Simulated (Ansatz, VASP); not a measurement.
**Pd: VASP beside Ansatz**

```
CELL_PARAMETERS angstrom
2.82800 -1.68652 0.00000
2.82800 1.68652 0.00000
-1.57958 0.00000 7.32197
ATOMIC_POSITIONS crystal
Pd 0.05040 0.05040 0.09960
Pd 0.94960 0.94960 0.90040
Pd 0.50500 0.50500 0.60000
Pd 0.49500 0.49500 0.40000
```

Alike in both runs: task relaxation of cell and atoms; functional PBE; k mesh 6 × 6 × 4; occupations gaussian, width 0.1 eV; no spin polarisation.

|  | VASP | Ansatz |
| --- | --- | --- |
| version | VASP 6.6.1 | Ansatz 0.2.0 |
| potentials or method | VASP PAW PBE potentials, release 64 (Pd), cutoff 600 eV | scalar-relativistic, plane waves, PAW |
| valence electrons in the cell | 40 | 72 |

|  | VASP | Ansatz | Ansatz less VASP |
| --- | --- | --- | --- |
| gap on the k mesh at the Fermi level, each at its own relaxed structure (eV) | none | none | - |
| relaxed volume (Å³/atom) | 15.23 | 15.30 | +0.077 |
| relaxed length of the cell vector where the two differ most in proportion (Å) | 9.295 | 9.353 | +0.0579 |

A gap of «none» marks a metal or a gap that the smearing closes. VASP's potentials hold 40 valence electrons a cell and Ansatz's 72, so a difference there can come from the potentials and not from the codes.

The k mesh is coarse, so the values compare programs but aren't converged. Noted on VASP's run: too few bands were computed for a metal, which touches its energy and stress.
